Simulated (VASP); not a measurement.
# HfO2 (Fm-3m) in VASP: further runs

Runs on HfO2. Level: PBE. Tasks: single point.

All numbers are computed with VASP 6.6.1; they aren't measurements. Logs are shortened: lines on timing, memory, paths and dates and some standing lists are left out, and cuts for length are marked.

## Step 1: The cell of the first run

Symmetry: Fm-3m, No. 225, cubic system. The conventional cell has a = 5.115 Å, b = 5.115 Å, c = 5.115 Å, α = 90.00°, β = 90.00°, γ = 90.00°. Within 2.9 Å of Hf (site symmetry m-3m) lie 8 O at 2.21 Å. O (site symmetry -43m) has 4 Hf at 2.21 Å and 6 O at 2.56 Å within 2.9 Å.

## Step 2: Single point, PBE

INCAR reads:

```
PREC = Accurate
ENCUT = 520
EDIFF = 1E-6
ISMEAR = 0
SIGMA = 0.05
LREAL = False
LASPH = True
NELM = 80
ALGO = Normal
ISIF = 2
LWAVE = False
LCHARG = True
GGA = PE
LELF = True
LVHAR = True
NBANDS = 18
```

KPOINTS reads:

```
regular mesh
0
Gamma
  12 12 12
```

POSCAR reads:

```
HfO2
1.0
    0.0000000000      2.5575019374      2.5575019374
    2.5575019374      0.0000000000      2.5575019374
    2.5575019374      2.5575019374      0.0000000000
Hf O
1 2
Direct
    0.0000000000      0.0000000000      0.0000000000
    0.2500000000      0.2500000000      0.2500000000
    0.7500000000      0.7500000000      0.7500000000
```

Potentials or basis: VASP PAW PBE potentials, release 64 (Hf_pv, O).

Started as:

```
$ cat potpaw_PBE.64/Hf_pv/POTCAR potpaw_PBE.64/O/POTCAR > POTCAR
$ mpirun -np 1 vasp_std > vasp.out
```

OUTCAR:

```text
PREC = Accurate
   ENCUT = 520
   EDIFF = 1E-6
   ISMEAR = 0
   LREAL = False
   LASPH = True
   NELM = 80
   ISIF = 2
   GGA = PE

 ion  position               nearest neighbor table
   1  0.000  0.000  0.000-   2 2.21   3 2.21   3 2.21   3 2.21   3 2.21   2 2.21   2 2.21   2 2.21

   2  0.250  0.250  0.250-   1 2.21   1 2.21   1 2.21   1 2.21
   3  0.750  0.750  0.750-   1 2.21   1 2.21   1 2.21   1 2.21

  LATTYP: Found a face centered cubic cell.
 ALAT       =     5.1150038748

  Lattice vectors:

 A1 = (   0.0000000000,   2.5575019374,   2.5575019374)
 A2 = (   2.5575019374,   0.0000000000,   2.5575019374)
 A3 = (   2.5575019374,   2.5575019374,   0.0000000000)

Analysis of symmetry for initial positions (statically):
=====================================================================
 Subroutine PRICEL returns:
 Original cell was already a primitive cell.

 Routine SETGRP: Setting up the symmetry group for a
 face centered cubic supercell.

 Subroutine GETGRP returns: Found 48 space group operations
 (whereof 48 operations were pure point group operations)
 out of a pool of 48 trial point group operations.

The static configuration has the point symmetry O_h .

Analysis of symmetry for dynamics (positions and initial velocities):
=====================================================================
 Subroutine PRICEL returns:
 Original cell was already a primitive cell.

 Routine SETGRP: Setting up the symmetry group for a
 face centered cubic supercell.

 Subroutine GETGRP returns: Found 48 space group operations
 (whereof 48 operations were pure point group operations)
 out of a pool of 48 trial point group operations.

The dynamic configuration has the point symmetry O_h .

 Subroutine INISYM returns: Found 48 space group operations
 (whereof 48 operations are pure point group operations),
 and found     1 'primitive' translations

----------------------------------------------------------------------------------------

                                     Primitive cell

  volume of cell :      33.4563

  direct lattice vectors                    reciprocal lattice vectors
     0.000000000  2.557501937  2.557501937    -0.195503273  0.195503273  0.195503273
     2.557501937  0.000000000  2.557501937     0.195503273 -0.195503273  0.195503273
     2.557501937  2.557501937  0.000000000     0.195503273  0.195503273 -0.195503273

  length of vectors
     3.616853926  3.616853926  3.616853926     0.338621602  0.338621602  0.338621602

  position of ions in fractional coordinates (direct lattice)
     0.000000000  0.000000000  0.000000000
     0.250000000  0.250000000  0.250000000
     0.750000000  0.750000000  0.750000000

  ion indices of the primitive-cell ions
   primitive index   ion index
                 1           1
                 2           2
                 3           3

----------------------------------------------------------------------------------------

 KPOINTS: regular mesh

Automatic generation of k-mesh.
 Grid dimensions read from file:
 generate k-points for:   12   12   12

 Generating k-lattice:

  Cartesian coordinates                     Fractional coordinates (reciprocal lattice)
    -0.016291939  0.016291939  0.016291939     0.083333333  0.000000000  0.000000000
     0.016291939 -0.016291939  0.016291939     0.000000000  0.083333333  0.000000000
     0.016291939  0.016291939 -0.016291939     0.000000000  0.000000000  0.083333333

  Length of vectors
     0.028218467  0.028218467  0.028218467

  Shift w.r.t. Gamma in fractional coordinates (k-lattice)
     0.000000000  0.000000000  0.000000000

 Subroutine IBZKPT returns following result:
 ===========================================

 Found     72 irreducible k-points:

 Following reciprocal coordinates:
            Coordinates               Weight
  0.000000  0.000000  0.000000      1.000000
  0.083333  0.000000  0.000000      8.000000
  0.166667  0.000000  0.000000      8.000000
  0.250000  0.000000  0.000000      8.000000
  0.333333  0.000000  0.000000      8.000000
  0.416667  0.000000  0.000000      8.000000
[... 16 lines left out ...]
  0.500000  0.166667  0.000000     24.000000
 -0.416667  0.166667  0.000000     24.000000
 [... further k-points ...]
   k-points           NKPTS =     72   k-points in BZ     NKDIM =     72   number of bands    NBANDS=     18
   number of dos      NEDOS =    301   number of ions     NIONS =      3
   total plane-waves  NPLWV =  21952
   dimension x,y,z NGX =    28 NGY =   28 NGZ =   28
   dimension x,y,z NGXF=    56 NGYF=   56 NGZF=   56
   ions per type =               1   2
   NGX,Y,Z   is equivalent  to a cutoff of  12.87, 12.87, 12.87 a.u.
   NGXF,Y,Z  is equivalent  to a cutoff of  25.74, 25.74, 25.74 a.u.
 SYSTEM =  unknown system
   PREC   = accura    normal or accurate (medium, high low for compatibility)
   ISTART =      0    job   : 0-new  1-cont  2-samecut
   ICHARG =      2    charge: 1-file 2-atom 10-const
   ISPIN  =      1    spin polarized calculation?
   LNONCOLLINEAR =      F non collinear calculations
   LSORBIT =      F    spin-orbit coupling
   LASPH  =      T    aspherical Exc in radial PAW
   ENCUT  =  520.0 eV  38.22 Ry    6.18 a.u.   6.72  6.72  6.72*2*pi/ulx,y,z
   NELM   =     80;   NELMIN=  2; NELMDL= -5     # of ELM steps
   EDIFF  = 0.1E-05   stopping-criterion for ELM
   LREAL  =      F    real-space projection
   EDIFFG = 0.1E-04   stopping-criterion for IOM
   NSW    =      0    number of steps for IOM
   IBRION =     -1    ionic relax: 0-MD 1-quasi-New 2-CG
   NFREE  =      0    steps in history (QN), initial steepest desc. (CG)
   ISIF   =      2    stress and relaxation
   ISYM   =      2    0-nonsym 1-usesym 2-fastsym
   POTIM  = 0.5000    time-step for ionic-motion
   TEBEG  =    0.0;   TEEND  =   0.0 temperature during run
   PSTRESS=    0.0 pullay stress
   NELECT =      22.0000    total number of electrons
   NUPDOWN=      -1.0000    fix difference up-down
   EMIN   =  10.00;   EMAX   =-10.00  energy-range for DOS
   EFERMI =   0.00;   METHOD = LEGACY
   ISMEAR =     0;   SIGMA  =   0.05  broadening in eV -4-tet -1-fermi 0-gaus
   EFERMI_NEDOS =   21; number of points for ismear=-14 and -15
   IALGO  =     38    algorithm
   IMIX   =      4    mixing-type and parameters
     AMIX     =   0.40;   BMIX     =  1.00
     AMIX_MAG =   1.60;   BMIX_MAG =  1.00
  volume/ion in A,a.u.               =      11.15        75.26
  Fermi-wavevector in a.u.,A,eV,Ry     =   1.423606  2.690225 27.574295  2.026654
  Thomas-Fermi vector in A             =   2.544185
   LORBIT       =      0    0 simple, 1 ext, 2 COOP (PROOUT), +10 PAW based schemes
   GGA     = PE    functional components
   LHFCALC =     F    Hartree Fock is set to
   AEXX    =    0.0000 exact exchange contribution
   IVDW    =     0    specifies the selected vdW correction
   LEPSILON=     F    determine dielectric tensor
   LRPA    =     F    only Hartree local field effects (RPA)
 non-spin polarized calculation
 Gauss-broadening in eV      SIGMA  =   0.05
  energy-cutoff  :      520.00
  volume of cell :       33.46
 maximum number of plane-waves:       934
   NGX = 13   NGY = 13   NGZ = 13

 number of electron      21.9999993 magnetization

 Free energy of the ion-electron system (eV)
  ---------------------------------------------------
  ext. energy  EPLUGINS =         0.00000000
  ---------------------------------------------------
  free energy    TOTEN  =       -30.23357267 eV

  energy without entropy =      -30.23357267  energy(sigma->0) =      -30.23357267

 E-fermi :   4.3429     XC(G=0): -11.6973

 val. band max:        4.0547109436   @ k =   0.5000   0.5000   0.0000
 cond. band min:       7.7840748371   @ k =   0.5000   0.5000   0.0000
 fundamental gap:      3.7293638935
 Fermi energy:         4.3428771672

 k-point     1 :       0.0000    0.0000    0.0000
  band No.  band energies     occupation
      1     -25.7560      2.00000
      2     -25.7560      2.00000
      3     -25.7560      2.00000
      4     -14.5138      2.00000
      5     -11.6117      2.00000
      6      -1.1272      2.00000
[... 10 lines left out ...]
     17      14.1456      0.00000
     18      17.3892      0.00000

 k-point     2 :       0.0833    0.0000    0.0000
  band No.  band energies     occupation
      1     -25.7831      2.00000
      2     -25.7590      2.00000
      3     -25.7590      2.00000
      4     -14.4247      2.00000
      5     -11.6865      2.00000
      6      -1.0611      2.00000
[... 10 lines left out ...]
     17      14.0260      0.00000
     18      17.3801      0.00000

 k-point     3 :       0.1667    0.0000    0.0000
  band No.  band energies     occupation
      1     -25.8560      2.00000
      2     -25.7671      2.00000
      3     -25.7671      2.00000
      4     -14.1815      2.00000
      5     -11.8754      2.00000
      6      -0.8772      2.00000
[... 10 lines left out ...]
     17      13.7424      0.00000
     18      17.1333      0.00000

 k-point     4 :       0.2500    0.0000    0.0000
  band No.  band energies     occupation
      1     -25.9527      2.00000
      2     -25.7782      2.00000
      3     -25.7782      2.00000
      4     -13.8536      2.00000
      5     -12.0981      2.00000
      6      -0.6207      2.00000
[... 375 lines left out ...]
      4     -13.2331      2.00000
      5     -12.4306      2.00000
      6      -0.4671      2.00000
[... 10 lines left out ...]
     17      14.1412      0.00000
     18      16.5347      0.00000

 k-point    23 :       0.5000    0.1667    0.0000
  band No.  band energies     occupation
      1     -26.0999      2.00000
      2     -25.8624      2.00000
      3     -25.8165      2.00000
      4     -13.1227      2.00000
      5     -12.4386      2.00000
      6      -0.5571      2.00000
[... 10 lines left out ...]
     17      14.3302      0.00000
     18      16.5092      0.00000

 k-point    24 :      -0.4167    0.1667    0.0000
  band No.  band energies     occupation
      1     -26.1007      2.00000
      2     -25.8747      2.00000
      3     -25.8110      2.00000
      4     -13.1158      2.00000
      5     -12.4313      2.00000
      6      -0.5993      2.00000
[... 10 lines left out ...]
     17      14.3570      0.00000
     18      16.5061      0.00000

 [... further k-points ...]
[... 5 lines left out ...]
  --------------------------------------------------------------------------------------
  -------------------------------------------------------------------------------------
  Total       -1.2529512     -1.2529512     -1.2529512      0.0000000     -0.0000000      0.0000000
  in kB      -60.0021502    -60.0021502    -60.0021502      0.0000000     -0.0000000      0.0000000
  external PRESSURE =     -60.0021502 kB  Pullay stress =       0.0000000 kB

 VOLUME and BASIS-vectors are now :
 -----------------------------------------------------------------------------
  energy-cutoff  :      520.00
  volume of cell :       33.46
      direct lattice vectors                 reciprocal lattice vectors
     0.000000000  2.557501937  2.557501937    -0.195503273  0.195503273  0.195503273
     2.557501937  0.000000000  2.557501937     0.195503273 -0.195503273  0.195503273
     2.557501937  2.557501937  0.000000000     0.195503273  0.195503273 -0.195503273

 POSITION                                       TOTAL-FORCE (eV/Angst)
 -----------------------------------------------------------------------------------
      0.00000      0.00000      0.00000         0.000000     -0.000000     -0.000000
      1.27875      1.27875      1.27875         0.000000      0.000000      0.000000
      3.83625      3.83625      3.83625        -0.000000     -0.000000     -0.000000
 -----------------------------------------------------------------------------------
    total drift:                                0.000000      0.000000      0.000000

  FREE ENERGIE OF THE ION-ELECTRON SYSTEM (eV)
  ---------------------------------------------------
  free  energy   TOTEN  =       -30.2335726725 eV

  energy  without entropy=      -30.2335726725  energy(sigma->0) =      -30.23357267
```

It took 79 s on 1 thread of Intel Xeon 8259CL, shared host; peak memory 0.18 GiB.

Results:

| Quantity | Value |
| --- | --- |
| Free energy | -30.2336 eV |
| Pressure | -6.0 GPa |
| Band gap on the k mesh | 3.73 eV, direct |

Caveat: spin-orbit coupling is left out, which moves the levels of the heavy elements. Expect the measured gap to be larger: semilocal functionals such as PBE lack the derivative discontinuity.

## Step 3: Single point, PBE

INCAR reads:

```
SYSTEM = HfO2
PREC = Accurate ; ENCUT = 520
EDIFF = 1E-6 ; ISMEAR = 0
SIGMA = 0.05 ; LREAL = .FALSE.
LASPH = .TRUE. ; NELM = 100
ALGO = Normal ; ISIF = 2
LWAVE = .FALSE. ; LCHARG = .FALSE.
GGA = PE ; NBANDS = 18
```

KPOINTS reads:

```
regular mesh
0
G
  12 12 12
  0 0 0
```

POSCAR is that of step 2.

Potentials or basis: VASP PAW PBE potentials, release 64 (Hf_pv, O).

Started as:

```
$ cat potpaw_PBE.64/Hf_pv/POTCAR potpaw_PBE.64/O/POTCAR > POTCAR
$ mpirun -np 1 vasp_std > vasp.out
```

Run time: 73 s. Hardware: 1 thread of Intel Xeon 8259CL, shared host; peak memory 0.19 GiB.

The run converged. Its results:

* Free energy: -30.2336 eV
* Pressure: -6.0 GPa
* Band gap on the k mesh: 3.73 eV, direct

Levels at points of the mesh, in eV from the valence-band top:
| k point | band 8 | band 9 | band 10 | band 11 | band 12 | band 13 | band 14 | band 15 |
| --- | --- | --- | --- | --- | --- | --- | --- | --- |
| (0.00, 0.00, 0.00) | -5.18 | -0.59 | -0.59 | -0.59 | 3.81 | 3.81 | 5.62 | 10.09 |
| (0.50, 0.00, 0.00) | -3.00 | -2.67 | -1.80 | -1.80 | 4.51 | 4.51 | 6.74 | 8.98 |
| (0.50, 0.50, 0.00) | -3.40 | -1.48 | -1.48 | 0.00 | 3.73 | 5.36 | 6.39 | 7.93 |

Caveat: spin-orbit coupling is left out, which moves the levels of the heavy elements. A k mesh can miss the band edges.
